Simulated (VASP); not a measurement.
# HgTe (Coloradoite) (F-43m) in VASP: a series of runs

Aim: see how the results for HgTe (Coloradoite) move with the level of theory and the settings. Levels: LDA, revPBE. Tasks: single point.

Everything below comes from runs of VASP 6.6.1. Logs are shortened: lines on timing, memory, paths and dates and some standing lists are left out, and cuts for length are marked.

**1. The cell of the first run**

Symmetry: F-43m, No. 216, cubic system. The conventional cell has a = 6.429 Å, b = 6.429 Å, c = 6.429 Å, α = 90.00°, β = 90.00°, γ = 90.00°. Within 3.7 Å of Hg (site symmetry -43m) lie 4 Te at 2.78 Å. Within 3.7 Å of Te (site symmetry -43m) lie 4 Hg at 2.78 Å.

**2. Single point, LDA**

INCAR

```
SYSTEM = HgTe
  PREC = Accurate
  ENCUT = 520
  EDIFF = 1E-6
  ISMEAR = -1
  SIGMA = 0.05
  LREAL = .False.
  LASPH = .True.
  NELM = 100
  ALGO = Normal
  ISIF = 2
  LWAVE = .False.
  LCHARG = .False.
  NBANDS = 16
```

KPOINTS

```
Automatic mesh
0
Gamma
  7 7 7
  0 0 0
```

POSCAR

```
HgTe
1.0
    0.0000000000      3.2145000000      3.2145000000
    3.2145000000      0.0000000000      3.2145000000
    3.2145000000      3.2145000000      0.0000000000
Hg Te
1 1
Direct
    0.0000000000      0.0000000000      0.0000000000
    0.7500000000      0.7500000000      0.7500000000
```

Potentials or basis: VASP PAW LDA potentials, release 64 (Hg, Te).

The run is started by

```
cat potpaw_LDA.64/Hg/POTCAR potpaw_LDA.64/Te/POTCAR > POTCAR
mpirun -np 1 vasp_std > vasp.out
```

OUTCAR:

```text
SYSTEM = HgTe
   PREC = Accurate
   ENCUT = 520
   EDIFF = 1E-6
   ISMEAR = -1
   LREAL = .False.
   LASPH = .True.
   NELM = 100
   ISIF = 2

 ion  position               nearest neighbor table
   1  0.000  0.000  0.000-   2 2.78   2 2.78   2 2.78   2 2.78
   2  0.750  0.750  0.750-   1 2.78   1 2.78   1 2.78   1 2.78

  LATTYP: Found a face centered cubic cell.
 ALAT       =     6.4290000000

  Lattice vectors:

 A1 = (   0.0000000000,   3.2145000000,   3.2145000000)
 A2 = (   3.2145000000,   0.0000000000,   3.2145000000)
 A3 = (   3.2145000000,   3.2145000000,   0.0000000000)

Analysis of symmetry for initial positions (statically):
=====================================================================
 Subroutine PRICEL returns:
 Original cell was already a primitive cell.

 Routine SETGRP: Setting up the symmetry group for a
 face centered cubic supercell.

 Subroutine GETGRP returns: Found 24 space group operations
 (whereof 24 operations were pure point group operations)
 out of a pool of 48 trial point group operations.

The static configuration has the point symmetry T_d .

Analysis of symmetry for dynamics (positions and initial velocities):
=====================================================================
 Subroutine PRICEL returns:
 Original cell was already a primitive cell.

 Routine SETGRP: Setting up the symmetry group for a
 face centered cubic supercell.

 Subroutine GETGRP returns: Found 24 space group operations
 (whereof 24 operations were pure point group operations)
 out of a pool of 48 trial point group operations.

The dynamic configuration has the point symmetry T_d .

 Subroutine INISYM returns: Found 24 space group operations
 (whereof 24 operations are pure point group operations),
 and found     1 'primitive' translations

----------------------------------------------------------------------------------------

                                     Primitive cell

  volume of cell :      66.4309

  direct lattice vectors                    reciprocal lattice vectors
     0.000000000  3.214500000  3.214500000    -0.155545186  0.155545186  0.155545186
     3.214500000  0.000000000  3.214500000     0.155545186 -0.155545186  0.155545186
     3.214500000  3.214500000  0.000000000     0.155545186  0.155545186 -0.155545186

  length of vectors
     4.545989496  4.545989496  4.545989496     0.269412165  0.269412165  0.269412165

  position of ions in fractional coordinates (direct lattice)
     0.000000000  0.000000000  0.000000000
     0.750000000  0.750000000  0.750000000

  ion indices of the primitive-cell ions
   primitive index   ion index
                 1           1
                 2           2

----------------------------------------------------------------------------------------

 KPOINTS: Automatic mesh

Automatic generation of k-mesh.
 Grid dimensions read from file:
 generate k-points for:    7    7    7

 Generating k-lattice:

  Cartesian coordinates                     Fractional coordinates (reciprocal lattice)
    -0.022220741  0.022220741  0.022220741     0.142857143  0.000000000  0.000000000
     0.022220741 -0.022220741  0.022220741     0.000000000  0.142857143  0.000000000
     0.022220741  0.022220741 -0.022220741     0.000000000  0.000000000  0.142857143

  Length of vectors
     0.038487452  0.038487452  0.038487452

  Shift w.r.t. Gamma in fractional coordinates (k-lattice)
     0.000000000  0.000000000  0.000000000

 Subroutine IBZKPT returns following result:
 ===========================================

 Found     20 irreducible k-points:

 Following reciprocal coordinates:
            Coordinates               Weight
  0.000000  0.000000  0.000000      1.000000
  0.142857  0.000000  0.000000      8.000000
  0.285714  0.000000  0.000000      8.000000
  0.428571  0.000000  0.000000      8.000000
  0.142857  0.142857  0.000000      6.000000
  0.285714  0.142857  0.000000     24.000000
[... 12 lines left out ...]
 -0.428571  0.428571  0.142857     24.000000
 -0.285714  0.428571  0.142857     24.000000
   k-points           NKPTS =     20   k-points in BZ     NKDIM =     20   number of bands    NBANDS=     16
   number of dos      NEDOS =    301   number of ions     NIONS =      2
   total plane-waves  NPLWV =  46656
   dimension x,y,z NGX =    36 NGY =   36 NGZ =   36
   dimension x,y,z NGXF=    72 NGYF=   72 NGZF=   72
   ions per type =               1   1
   NGX,Y,Z   is equivalent  to a cutoff of  13.17, 13.17, 13.17 a.u.
   NGXF,Y,Z  is equivalent  to a cutoff of  26.33, 26.33, 26.33 a.u.
 SYSTEM =  HgTe
   PREC   = accura    normal or accurate (medium, high low for compatibility)
   ISTART =      0    job   : 0-new  1-cont  2-samecut
   ICHARG =      2    charge: 1-file 2-atom 10-const
   ISPIN  =      1    spin polarized calculation?
   LNONCOLLINEAR =      F non collinear calculations
   LSORBIT =      F    spin-orbit coupling
   LASPH  =      T    aspherical Exc in radial PAW
   ENCUT  =  520.0 eV  38.22 Ry    6.18 a.u.   8.45  8.45  8.45*2*pi/ulx,y,z
   NELM   =    100;   NELMIN=  2; NELMDL= -5     # of ELM steps
   EDIFF  = 0.1E-05   stopping-criterion for ELM
   LREAL  =      F    real-space projection
   EDIFFG = 0.1E-04   stopping-criterion for IOM
   NSW    =      0    number of steps for IOM
   IBRION =     -1    ionic relax: 0-MD 1-quasi-New 2-CG
   NFREE  =      0    steps in history (QN), initial steepest desc. (CG)
   ISIF   =      2    stress and relaxation
   ISYM   =      2    0-nonsym 1-usesym 2-fastsym
   POTIM  = 0.5000    time-step for ionic-motion
   TEBEG  =    0.0;   TEEND  =   0.0 temperature during run
   PSTRESS=    0.0 pullay stress
   NELECT =      18.0000    total number of electrons
   NUPDOWN=      -1.0000    fix difference up-down
   EMIN   =  10.00;   EMAX   =-10.00  energy-range for DOS
   EFERMI =   0.00;   METHOD = LEGACY
   ISMEAR =    -1;   SIGMA  =   0.05  broadening in eV -4-tet -1-fermi 0-gaus
   EFERMI_NEDOS =   21; number of points for ismear=-14 and -15
   IALGO  =     38    algorithm
   IMIX   =      4    mixing-type and parameters
     AMIX     =   0.40;   BMIX     =  1.00
     AMIX_MAG =   1.60;   BMIX_MAG =  1.00
  volume/ion in A,a.u.               =      33.22       224.15
  Fermi-wavevector in a.u.,A,eV,Ry     =   1.059357  2.001894 15.268958  1.122237
  Thomas-Fermi vector in A             =   2.194699
   LORBIT       =      0    0 simple, 1 ext, 2 COOP (PROOUT), +10 PAW based schemes
   GGA     = CA    functional components
   LHFCALC =     F    Hartree Fock is set to
   AEXX    =    0.0000 exact exchange contribution
   IVDW    =     0    specifies the selected vdW correction
   LEPSILON=     F    determine dielectric tensor
   LRPA    =     F    only Hartree local field effects (RPA)
 non-spin polarized calculation
  energy-cutoff  :      520.00
  volume of cell :       66.43
 maximum number of plane-waves:      1808
 NGX is ok and might be reduce to    36
   NGX = 17   NGY = 17   NGZ = 17

 number of electron      18.0000000 magnetization

 Free energy of the ion-electron system (eV)
  ---------------------------------------------------
  ext. energy  EPLUGINS =         0.00000000
  ---------------------------------------------------
  free energy    TOTEN  =        -5.03212932 eV

  energy without entropy =       -5.03144708  energy(sigma->0) =       -5.03178820

 E-fermi :   3.1219     XC(G=0):  -9.1706

 val. band max:        3.0816865759   @ k =   0.0000   0.0000   0.0000
 cond. band min:       3.7013167919   @ k =   0.4286   0.0000   0.0000
 fundamental gap:      0.6196302160
 Fermi energy:         3.1218967893

 k-point     1 :       0.0000    0.0000    0.0000
  band No.  band energies     occupation
      1      -9.0779      2.00000
      2      -4.3925      2.00000
      3      -4.3925      2.00000
      4      -4.3925      2.00000
      5      -3.8398      2.00000
      6      -3.8398      2.00000
[... 8 lines left out ...]
     15      12.6163      0.00000
     16      12.6163      0.00000

 k-point     2 :       0.1429    0.0000    0.0000
  band No.  band energies     occupation
      1      -8.9745      2.00000
      2      -4.3639      2.00000
      3      -4.3639      2.00000
      4      -4.3558      2.00000
      5      -3.8428      2.00000
      6      -3.8428      2.00000
[... 8 lines left out ...]
     15      11.6391      0.00000
     16      11.6391      0.00000

 k-point     3 :       0.2857    0.0000    0.0000
  band No.  band energies     occupation
      1      -8.7280      2.00000
      2      -4.3061      2.00000
      3      -4.3061      2.00000
      4      -4.1700      2.00000
      5      -3.8392      2.00000
      6      -3.8392      2.00000
[... 8 lines left out ...]
     15      11.6046      0.00000
     16      11.6046      0.00000

 k-point     4 :       0.4286    0.0000    0.0000
  band No.  band energies     occupation
      1      -8.5148      2.00000
      2      -4.2693      2.00000
      3      -4.2693      2.00000
      4      -3.8225      2.00000
      5      -3.8225      2.00000
      6      -3.7079      2.00000
[... 8 lines left out ...]
     15      12.6615      0.00000
     16      12.6615      0.00000

 k-point     5 :       0.1429    0.1429    0.0000
  band No.  band energies     occupation
      1      -8.9397      2.00000
      2      -4.3809      2.00000
      3      -4.3360      2.00000
      4      -4.3360      2.00000
      5      -3.8603      2.00000
      6      -3.8278      2.00000
[... 8 lines left out ...]
     15      11.0127      0.00000
     16      12.7131      0.00000

 k-point     6 :       0.2857    0.1429    0.0000
  band No.  band energies     occupation
      1      -8.7393      2.00000
      2      -4.3263      2.00000
      3      -4.2722      2.00000
      4      -4.2303      2.00000
      5      -3.8626      2.00000
      6      -3.8177      2.00000
[... 8 lines left out ...]
     15      11.9981      0.00000
     16      12.4750      0.00000

 k-point     7 :       0.4286    0.1429    0.0000
  band No.  band energies     occupation
      1      -8.5107      2.00000
      2      -4.2678      2.00000
      3      -4.2281      2.00000
      4      -3.9593      2.00000
      5      -3.8107      2.00000
      6      -3.7563      2.00000
[... 8 lines left out ...]
     15      12.2405      0.00000
     16      13.1383      0.00000

 k-point     8 :      -0.4286    0.1429    0.0000
  band No.  band energies     occupation
      1      -8.4370      2.00000
      2      -4.2483      2.00000
      3      -4.2277      2.00000
      4      -3.8524      2.00000
      5      -3.8271      2.00000
      6      -3.5195      2.00000
[... 8 lines left out ...]
     15      12.4714      0.00000
     16      12.5051      0.00000

 k-point     9 :      -0.2857    0.1429    0.0000
  band No.  band energies     occupation
      1      -8.5824      2.00000
      2      -4.2684      2.00000
      3      -4.2606      2.00000
      4      -4.0274      2.00000
      5      -3.8567      2.00000
      6      -3.7963      2.00000
[... 8 lines left out ...]
     15      11.6542      0.00000
     16      13.1597      0.00000
[... 96 lines left out ...]
 k-point    15 :       0.4286    0.4286    0.0000
  band No.  band energies     occupation
      1      -8.3177      2.00000
      2      -4.2280      2.00000
      3      -4.0584      2.00000
      4      -4.0584      2.00000
      5      -3.7784      2.00000
      6      -3.5455      2.00000
[... 8 lines left out ...]
     15      13.2697      0.00000
     16      14.9570      0.00000

 k-point    16 :      -0.4286    0.4286    0.0000
  band No.  band energies     occupation
      1      -8.2763      2.00000
      2      -4.2044      2.00000
      3      -4.0574      2.00000
      4      -4.0214      2.00000
      5      -3.7900      2.00000
      6      -3.3145      2.00000
[... 8 lines left out ...]
     15      13.3047      0.00000
     16      14.5264      0.00000

 k-point    17 :       0.4286    0.2857    0.1429
  band No.  band energies     occupation
      1      -8.5453      2.00000
      2      -4.2613      2.00000
      3      -4.2149      2.00000
      4      -4.0896      2.00000
      5      -3.8343      2.00000
      6      -3.7892      2.00000
[... 8 lines left out ...]
     15      13.2167      0.00000
     16      13.3657      0.00000

 k-point    18 :      -0.4286    0.2857    0.1429
  band No.  band energies     occupation
      1      -8.3821      2.00000
      2      -4.2138      2.00000
      3      -4.1805      2.00000
      4      -3.9202      2.00000
      5      -3.8291      2.00000
      6      -3.5357      2.00000
[... 8 lines left out ...]
     15      12.8618      0.00000
     16      13.5160      0.00000

 k-point    19 :      -0.4286    0.4286    0.1429
  band No.  band energies     occupation
      1      -8.3099      2.00000
      2      -4.1894      2.00000
      3      -4.1113      2.00000
      4      -3.9980      2.00000
      5      -3.8072      2.00000
      6      -3.4284      2.00000
[... 8 lines left out ...]
     15      13.6912      0.00000
     16      14.1552      0.00000

 k-point    20 :      -0.2857    0.4286    0.1429
  band No.  band energies     occupation
      1      -8.2917      2.00000
      2      -4.1801      2.00000
      3      -4.1212      2.00000
      4      -3.9134      2.00000
      5      -3.8553      2.00000
      6      -3.2688      2.00000
[... 8 lines left out ...]
     15      13.0786      0.00000
     16      14.8116      0.00000

------------------------ aborting loop because EDIFF is reached ----------------------------------------

  FORCE on cell =-STRESS in cart. coord.  units (eV):
  Direction    XX          YY          ZZ          XY          YZ          ZX
  --------------------------------------------------------------------------------------
  -------------------------------------------------------------------------------------
  Total        0.1775906      0.1775906      0.1775906      0.0000000      0.0000000      0.0000000
  in kB        4.2831194      4.2831194      4.2831194      0.0000000      0.0000000      0.0000000
  external PRESSURE =       4.2831194 kB  Pullay stress =       0.0000000 kB

 VOLUME and BASIS-vectors are now :
 -----------------------------------------------------------------------------
  energy-cutoff  :      520.00
  volume of cell :       66.43
      direct lattice vectors                 reciprocal lattice vectors
     0.000000000  3.214500000  3.214500000    -0.155545186  0.155545186  0.155545186
     3.214500000  0.000000000  3.214500000     0.155545186 -0.155545186  0.155545186
     3.214500000  3.214500000  0.000000000     0.155545186  0.155545186 -0.155545186

 POSITION                                       TOTAL-FORCE (eV/Angst)
 -----------------------------------------------------------------------------------
      0.00000      0.00000      0.00000         0.000000      0.000000      0.000000
      4.82175      4.82175      4.82175        -0.000000     -0.000000     -0.000000
 -----------------------------------------------------------------------------------
    total drift:                               -0.000000     -0.000000      0.000000

  FREE ENERGIE OF THE ION-ELECTRON SYSTEM (eV)
  ---------------------------------------------------
  free  energy   TOTEN  =        -5.0321293249 eV

  energy  without entropy=       -5.0314470837  energy(sigma->0) =       -5.03178820
```

It took 16 s on 1 thread of Intel Xeon Platinum 8259CL at 2.50GHz (Skylake/Cascade Lake), shared host; peak memory 0.17 GiB.

Results:

| Item | Value |
| --- | --- |
| Free energy | -5.0321 eV |
| Pressure | 0.4 GPa |
| Band gap on the k mesh | zero (filled and empty bands touch) |

Levels at points of the mesh, in eV from the Fermi level:
```tsv
k point	band 7	band 8	band 9	band 10	band 11	band 12
(0.00, 0.00, 0.00)	-0.87	-0.04	-0.04	-0.04	4.09	4.09
```

Caveat: spin-orbit coupling is left out, which moves the levels of the heavy elements.

**3. Single point, revPBE**

This run uses another cell than the first one, of 38.08 Å³/atom, 1.146 times its volume.

INCAR

```
PREC = Accurate
ENCUT = 520
EDIFF = 1E-7
ISMEAR = -1
SIGMA = 0.05
LREAL = F
LASPH = T
NELM = 100
ALGO = Normal
ISIF = 2
LWAVE = F
LCHARG = T
GGA = RE
LELF = T
LVHAR = T
NBANDS = 16
```

KPOINTS

```
Automatic mesh
0
Gamma
  7 7 7
```

POSCAR

```
HgTe
1.0
    0.0000000000      3.3642857953      3.3642857953
    3.3642857953      0.0000000000      3.3642857953
    3.3642857953      3.3642857953      0.0000000000
Hg Te
1 1
Direct
    0.0000000000      0.0000000000      0.0000000000
    0.7500000000      0.7500000000      0.7500000000
```

Potentials or basis: VASP PAW PBE potentials, release 64 (Hg, Te).

The run is started by

```
cat potpaw_PBE.64/Hg/POTCAR potpaw_PBE.64/Te/POTCAR > POTCAR
mpirun -np 1 vasp_std > vasp.out
```

Run time: 22 s. Hardware: 1 thread of Intel Xeon Platinum 8259CL at 2.50GHz (Skylake/Cascade Lake), shared host; peak memory 0.21 GiB.

It converged, with:

| Item | Value |
| --- | --- |
| Free energy | -3.0335 eV |
| Pressure | 0.0 GPa |
| Band gap on the k mesh | zero (filled and empty bands touch) |

Levels at points of the mesh, in eV from the Fermi level:
```
           k point  band 7  band 8  band 9  band 10  band 11  band 12
(0.00, 0.00, 0.00)   -0.98   -0.05   -0.05    -0.05     4.41     4.41
```

Caveat: the PAW data sets were made with another functional, which shifts forces and pressure a little; spin-orbit coupling is left out, which moves the levels of the heavy elements.
